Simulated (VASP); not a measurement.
A run of VASP 6.6.1:

INCAR

```
SYSTEM = MoS2
PREC     = Accurate       ! precision mode
ENCUT    = 520            ! plane-wave cutoff, eV
EDIFF    = 1E-6           ! SCF threshold, eV
ISMEAR   = 0              ! smearing method
SIGMA    = 0.02           ! smearing width, eV
LREAL    = .False.        ! projectors in reciprocal space
LASPH    = .True.         ! aspherical terms in the spheres
NELM     = 60             ! most SCF steps
ALGO     = Normal         ! electronic algorithm
ISIF     = 2              ! what is computed and relaxed
LWAVE    = .False.        ! write WAVECAR
LCHARG   = .False.        ! write CHGCAR
GGA      = PS             ! functional
NBANDS   = 49             ! bands
```

KPOINTS

```
Automatic mesh
0
Gamma
  12 12 2
  0 0 0
```

File POSCAR:

```
MoS2
1.0
    3.1745004402      0.0000000000      0.0000000000
   -1.5872502201      2.7491980256      0.0000000000
    0.0000000000      0.0000000000     18.7420467996
Mo S
3 6
Direct
    0.0000000000      0.0000000000      0.0002317094
    0.6666666667      0.3333333333      0.3335650427
    0.3333333333      0.6666666667      0.6668983760
    0.3333333333      0.6666666667      0.2509161712
    0.6666666667      0.3333333333      0.0828511194
    0.0000000000      0.0000000000      0.5842495045
    0.3333333333      0.6666666667      0.4161844528
    0.6666666667      0.3333333333      0.9175828379
    0.0000000000      0.0000000000      0.7495177861
```

Potentials or basis: VASP PAW PBE potentials, release 64 (Mo_sv, S).

The run is started by

```console
$ cat potpaw_PBE.64/Mo_sv/POTCAR potpaw_PBE.64/S/POTCAR > POTCAR
$ mpirun -np 1 vasp_std > vasp.out
```

Hardware: 1 thread of Intel Xeon 8259CL, with other jobs on the host.

Problem. Estimate the wall time of this run.

Solution. Wall time 7 min on 1 thread of Intel Xeon 8259CL (shared host), peak memory 0.4 GiB. Counts: scf iterations 16, k points 38.
